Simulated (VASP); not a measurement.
Wanted: the native input for a VASP 6.6.1 run.

* Task: single point
* Functional: PBE0
* Potentials or basis: VASP PAW PBE potentials, release 64 (Hg, Te)
* Cutoff: 450 eV
* k mesh: 4 × 4 × 4
* Occupations: fermi-dirac, width 0.05 eV
* Spin: no spin polarisation
* Dipole correction: no
* Grid for exact exchange (PRECFOCK): Normal
* Second try: not_converged
* Further INCAR settings: ALGO = All; EDIFF = 1e-06; NBANDS = 16
* Share of exact exchange: 0.25

The system is HgTe.

```
Hg Te
1.0
     0.00000    3.15866    3.15866
     3.15866    0.00000    3.15866
     3.15866    3.15866    0.00000
Hg Te
1 1
Cartesian
  0.0000 0.0000 0.0000
  3.1587 3.1587 3.1587
```

The input as run:

POSCAR

```
HgTe
1.0
    0.0000000000      3.1586570750      3.1586570750
    3.1586570750      0.0000000000      3.1586570750
    3.1586570750      3.1586570750      0.0000000000
Hg Te
1 1
Direct
    0.0000000000      0.0000000000      0.0000000000
    0.5000000000      0.5000000000      0.5000000000
```

INCAR.step1

```
PREC     = Accurate       # precision mode
ENCUT    = 450            # plane-wave cutoff, eV
EDIFF    = 1E-5           # SCF threshold, eV
ISMEAR   = -1             # smearing method
SIGMA    = 0.05           # smearing width, eV
LREAL    = False          # projectors in reciprocal space
LASPH    = True           # aspherical terms in the spheres
NELM     = 300            # most SCF steps
ALGO     = All            # electronic algorithm
ISIF     = 2              # what is computed and relaxed
LWAVE    = True           # write WAVECAR
NBANDS   = 16             # bands
GGA      = PE             # functional
GGA_COMPAT= False        
ISEARCH  = 1            
KPAR     = 4
```

INCAR.step2

```
PREC     = Accurate       # precision mode
ENCUT    = 450            # plane-wave cutoff, eV
EDIFF    = 1E-6           # SCF threshold, eV
ISMEAR   = -1             # smearing method
SIGMA    = 0.05           # smearing width, eV
LREAL    = False          # projectors in reciprocal space
LASPH    = True           # aspherical terms in the spheres
NELM     = 300            # most SCF steps
ALGO     = All            # electronic algorithm
ISIF     = 2              # what is computed and relaxed
LWAVE    = False          # write WAVECAR
LCHARG   = True           # write CHGCAR
GGA      = PE             # functional
LHFCALC  = True           # exact exchange
AEXX     = 0.25           # exact-exchange fraction
PRECFOCK = Normal       
LVHAR    = True         
NBANDS   = 16             # bands
ISTART   = 1            
GGA_COMPAT= False        
ISEARCH  = 1            
KPAR     = 4
```

KPOINTS

```
Automatic mesh
0
Gamma
  4 4 4
```

Potentials or basis: VASP PAW PBE potentials, release 64 (Hg, Te).

Launch:

```console
$ cat potpaw_PBE.64/Hg/POTCAR potpaw_PBE.64/Te/POTCAR > POTCAR
$ cp INCAR.step1 INCAR
$ mpirun -np 4 vasp_std > vasp.out
$ cp INCAR.step2 INCAR
$ mpirun -np 4 vasp_std > vasp.out
```

It gave:

The pressure is -4.0 GPa and the band gap on the k mesh is zero (bands 9 and 10 overlap by 2.86 eV).

Caveat: the k points lie up to 0.43 Å⁻¹ apart, too coarse for converged energies and pressures of a metal; the PAW data sets were made with another functional, which shifts forces and pressure a little; spin-orbit coupling is left out, which moves the levels of the heavy elements.

Wall time 13 min on 4 MPI ranks on Intel(R) Xeon(R) Platinum 8375C CPU @ 2.90GHz (Ice Lake), on a shared host, peak memory 0.18 GiB a rank.
